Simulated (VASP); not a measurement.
# As in VASP: notebook

As is run at these levels: PBE; tasks: single point.

Everything below comes from runs of VASP 6.6.1. Logs are shortened: lines on timing, memory, paths and dates and some standing lists are left out, and cuts for length are marked.

### Step 1. The cell of the first run

Symmetry: Pm-3m, No. 221, cubic system. Conventional cell: a = 2.568 Å, b = 2.568 Å, c = 2.568 Å, α = 90.00°, β = 90.00°, γ = 90.00°. Within 3.4 Å of As (site symmetry m-3m) lie 6 As at 2.57 Å.

This isn't the form of As at room conditions, which is rhombohedral.

### Step 2. Single point, PBE

INCAR

```
PREC = Accurate ; ENCUT = 500
EDIFF = 1E-6 ; ISMEAR = 1
SIGMA = 0.15 ; LREAL = F
LASPH = T ; NELM = 120
ALGO = Normal ; ISIF = 2
LWAVE = F ; LCHARG = F
GGA = PE ; NBANDS = 8
GGA_COMPAT = F
```

KPOINTS

```
Automatic mesh
0
Gamma
  27 27 27
```

POSCAR

```
As
1.0
    2.5684976572      0.0000000000      0.0000000000
    0.0000000000      2.5684976572      0.0000000000
    0.0000000000      0.0000000000      2.5684976572
As
1
Direct
    0.5000000000      0.5000000000      0.5000000000
```

Potentials or basis: VASP PAW PBE potentials, release 64 (As).

The run is started by

```sh
$ cat potpaw_PBE.64/As/POTCAR > POTCAR
$ mpirun -np 1 vasp_std > vasp.out
```

OUTCAR:

```text
PREC = Accurate
   ENCUT = 500
   EDIFF = 1E-6
   ISMEAR = 1
   LREAL = F
   LASPH = T
   NELM = 120
   ISIF = 2
   GGA = PE

 ion  position               nearest neighbor table
   1  0.500  0.500  0.500-

  LATTYP: Found a simple cubic cell.
 ALAT       =     2.5684976572

  Lattice vectors:

 A1 = (   2.5684976572,   0.0000000000,   0.0000000000)
 A2 = (   0.0000000000,   2.5684976572,   0.0000000000)
 A3 = (   0.0000000000,   0.0000000000,   2.5684976572)

Analysis of symmetry for initial positions (statically):
=====================================================================
 Subroutine PRICEL returns:
 Original cell was already a primitive cell.

 Routine SETGRP: Setting up the symmetry group for a
 simple cubic supercell.

 Subroutine GETGRP returns: Found 48 space group operations
 (whereof 48 operations were pure point group operations)
 out of a pool of 48 trial point group operations.

The static configuration has the point symmetry O_h .

Analysis of symmetry for dynamics (positions and initial velocities):
=====================================================================
 Subroutine PRICEL returns:
 Original cell was already a primitive cell.

 Routine SETGRP: Setting up the symmetry group for a
 simple cubic supercell.

 Subroutine GETGRP returns: Found 48 space group operations
 (whereof 48 operations were pure point group operations)
 out of a pool of 48 trial point group operations.

The dynamic configuration has the point symmetry O_h .

 Subroutine INISYM returns: Found 48 space group operations
 (whereof 48 operations are pure point group operations),
 and found     1 'primitive' translations

----------------------------------------------------------------------------------------

                                     Primitive cell

  volume of cell :      16.9448

  direct lattice vectors                    reciprocal lattice vectors
     2.568497657  0.000000000  0.000000000     0.389332650  0.000000000  0.000000000
     0.000000000  2.568497657  0.000000000     0.000000000  0.389332650  0.000000000
     0.000000000  0.000000000  2.568497657     0.000000000  0.000000000  0.389332650

  length of vectors
     2.568497657  2.568497657  2.568497657     0.389332650  0.389332650  0.389332650

  position of ions in fractional coordinates (direct lattice)
     0.500000000  0.500000000  0.500000000

  ion indices of the primitive-cell ions
   primitive index   ion index
[... 69 lines left out ...]
   LSORBIT =      F    spin-orbit coupling
   LASPH  =      T    aspherical Exc in radial PAW
   ENCUT  =  500.0 eV  36.75 Ry    6.06 a.u.   4.68  4.68  4.68*2*pi/ulx,y,z
   NELM   =    120;   NELMIN=  2; NELMDL= -5     # of ELM steps
   EDIFF  = 0.1E-05   stopping-criterion for ELM
   LREAL  =      F    real-space projection
[... 7 lines left out ...]
   TEBEG  =    0.0;   TEEND  =   0.0 temperature during run
   PSTRESS=    0.0 pullay stress
   NELECT =       5.0000    total number of electrons
   NUPDOWN=      -1.0000    fix difference up-down
   EMIN   =  10.00;   EMAX   =-10.00  energy-range for DOS
   EFERMI =   0.00;   METHOD = LEGACY
   ISMEAR =     1;   SIGMA  =   0.15  broadening in eV -4-tet -1-fermi 0-gaus
   EFERMI_NEDOS =   21; number of points for ismear=-14 and -15
   IALGO  =     38    algorithm
   IMIX   =      4    mixing-type and parameters
     AMIX     =   0.40;   BMIX     =  1.00
     AMIX_MAG =   1.60;   BMIX_MAG =  1.00
  volume/ion in A,a.u.               =      16.94       114.35
  Fermi-wavevector in a.u.,A,eV,Ry     =   1.089898  2.059608 16.162042  1.187877
  Thomas-Fermi vector in A             =   2.226111
   LORBIT       =      0    0 simple, 1 ext, 2 COOP (PROOUT), +10 PAW based schemes
   GGA     = PE    functional components
   LHFCALC =     F    Hartree Fock is set to
   AEXX    =    0.0000 exact exchange contribution
   IVDW    =     0    specifies the selected vdW correction
   LEPSILON=     F    determine dielectric tensor
   LRPA    =     F    only Hartree local field effects (RPA)
 non-spin polarized calculation
 Methfessel and Paxton  Order N= 1 SIGMA  =   0.15
  energy-cutoff  :      500.00
  volume of cell :       16.94
 maximum number of plane-waves:       449
 NGX is ok and might be reduce to    20
   NGX =  9   NGY =  9   NGZ =  9

 number of electron       5.0000000 magnetization

 Free energy of the ion-electron system (eV)
  ---------------------------------------------------
  ext. energy  EPLUGINS =         0.00000000
  ---------------------------------------------------
  free energy    TOTEN  =        -4.36051196 eV

  energy without entropy =       -4.36070042  energy(sigma->0) =       -4.36057478

 E-fermi :   7.9395     XC(G=0): -11.1218

 val. band max:        7.9360091071   @ k =   0.4444   0.2593   0.0741
 cond. band min:       7.9698443634   @ k =   0.2963   0.2222   0.2222
 fundamental gap:      0.0338352563
 Fermi energy:         7.9394737104

 k-point     1 :       0.0000    0.0000    0.0000
  band No.  band energies     occupation
      1      -8.6742      2.00000
      2      12.5975      0.00000
      3      12.5975      0.00000
      4      12.5975      0.00000
      5      16.4651      0.00000
      6      16.4651      0.00000
      7      19.7963      0.00000
      8      34.8064      0.00000
[... 243 lines left out ...]
 k-point    24 :       0.3704    0.0370    0.0000
  band No.  band energies     occupation
      1      -5.9100      2.00000
      2       1.5004      2.00000
      3      14.3951      0.00000
      4      14.8712      0.00000
      5      19.0365      0.00000
      6      21.3629      0.00000
      7      24.0304      0.00000
      8      24.6861      0.00000

 [... further k-points ...]

------------------------ aborting loop because EDIFF is reached ----------------------------------------

  FORCE on cell =-STRESS in cart. coord.  units (eV):
  Direction    XX          YY          ZZ          XY          YZ          ZX
  --------------------------------------------------------------------------------------
  -------------------------------------------------------------------------------------
  Total        2.2871169      2.2871169      2.2871169     -0.0000000     -0.0000000     -0.0000000
  in kB      216.2526435    216.2526435    216.2526435     -0.0000000     -0.0000000     -0.0000000
  external PRESSURE =     216.2526435 kB  Pullay stress =       0.0000000 kB

 VOLUME and BASIS-vectors are now :
 -----------------------------------------------------------------------------
  energy-cutoff  :      500.00
  volume of cell :       16.94
      direct lattice vectors                 reciprocal lattice vectors
     2.568497657  0.000000000  0.000000000     0.389332650  0.000000000  0.000000000
     0.000000000  2.568497657  0.000000000     0.000000000  0.389332650  0.000000000
     0.000000000  0.000000000  2.568497657     0.000000000  0.000000000  0.389332650

 POSITION                                       TOTAL-FORCE (eV/Angst)
 -----------------------------------------------------------------------------------
      1.28425      1.28425      1.28425         0.000000      0.000000      0.000000
 -----------------------------------------------------------------------------------
    total drift:                                0.000000     -0.000000      0.000000

  FREE ENERGIE OF THE ION-ELECTRON SYSTEM (eV)
  ---------------------------------------------------
  free  energy   TOTEN  =        -4.3605119594 eV

  energy  without entropy=       -4.3607004184  energy(sigma->0) =       -4.36057478
```

OSZICAR:

```text
N       E                     dE             d eps       ncg     rms          rms(c)
DAV:   1     0.768397777865E+01    0.76840E+01   -0.21161E+03  9168   0.452E+02
DAV:   2    -0.424491702377E+01   -0.11929E+02   -0.11439E+02 11896   0.598E+01
DAV:   3    -0.436318911516E+01   -0.11827E+00   -0.11748E+00 10528   0.806E+00
DAV:   4    -0.436327939727E+01   -0.90282E-04   -0.90281E-04 13592   0.246E-01
DAV:   5    -0.436327943099E+01   -0.33715E-07   -0.33472E-07 10600   0.282E-03    0.282E+00
DAV:   6    -0.436090902987E+01    0.23704E-02   -0.11152E-03 10544   0.243E-01    0.170E+00
DAV:   7    -0.436046154974E+01    0.44748E-03   -0.24435E-03  9832   0.387E-01    0.786E-02
DAV:   8    -0.436050750981E+01   -0.45960E-04   -0.55951E-05 11528   0.491E-02    0.210E-02
DAV:   9    -0.436051165472E+01   -0.41449E-05   -0.63105E-06 11520   0.176E-02    0.239E-03
DAV:  10    -0.436051195942E+01   -0.30470E-06   -0.68478E-07 10048   0.479E-03
   1 F= -.43605120E+01 E0= -.43605748E+01  d E =0.188459E-03
```

It took 86 s on 1 thread of Intel Xeon 8259CL, shared host; peak memory 0.15 GiB.

Results:

| Quantity | Value |
| --- | --- |
| Free energy | -4.3605 eV |
| Pressure | 21.6 GPa |
| Band gap on the k mesh | zero (an odd number of electrons rules out a gap without spin polarisation) |

Caveat: the cell stands under pressure.

### Step 3. Single point, PBE

This run uses another cell than the first one, of 17.84 Å³/atom.

INCAR

```
PREC = Accurate
ENCUT = 500
EDIFF = 1E-6
ISMEAR = 0
SIGMA = 0.15
LREAL = F
LASPH = T
NELM = 120
ALGO = Normal
ISIF = 2
LWAVE = F
LCHARG = F
GGA = PE
NBANDS = 8
GGA_COMPAT = F
```

KPOINTS

```
regular mesh
0
Gamma
  22 22 22
```

POSCAR: that of step 2 with these lines changed.

```diff
@@ -4,3 +4,3 @@
     0.0000000000      2.5684976572      0.0000000000
-    0.0000000000      0.0000000000      2.5684976572
+    0.0000000000      0.0000000000      2.7036817444
 As
```

Potentials or basis: VASP PAW PBE potentials, release 64 (As).

The run is started by

```sh
$ cat potpaw_PBE.64/As/POTCAR > POTCAR
$ mpirun -np 1 vasp_std > vasp.out
```

It took 2.2 min on 1 thread of Intel Xeon 8259CL, shared host; peak memory 0.2 GiB.

The run converged. Its results:

```yaml
Free_energy: -4.4338 eV
Pressure: 14.7 GPa
Band_gap_on_the_k_mesh: zero (an odd number of electrons rules out a gap without spin polarisation)
```

Stress tensor (GPa, compression positive):
```
19.01  0.00  0.00
 0.00 19.01  0.00
 0.00  0.00  6.13
```

Levels at points of the mesh, in eV from the Fermi level:
```tsv
k point	band 1	band 2	band 3	band 4	band 5	band 6	band 7
(0.00, 0.00, 0.00)	-16.08	3.20	5.12	5.12	7.81	8.93	11.69
(0.50, 0.00, 0.00)	-12.16	-7.95	6.13	8.05	11.30	13.91	14.04
(0.50, 0.50, 0.00)	-7.93	-4.76	-4.76	2.04	8.96	17.11	17.11
(0.00, 0.00, 0.50)	-13.03	-7.82	7.38	7.38	11.40	15.32	15.82
(0.50, 0.00, 0.50)	-8.91	-5.40	-4.53	1.89	10.21	17.84	18.29
(0.50, 0.50, 0.50)	-4.18	-2.44	-2.44	-1.46	5.28	5.87	5.87
```

Caveat: the stress differs along the axes, from 6 to 19 GPa.

The gap in the log of VASP goes by the Fermi energy; the results here count the filled bands.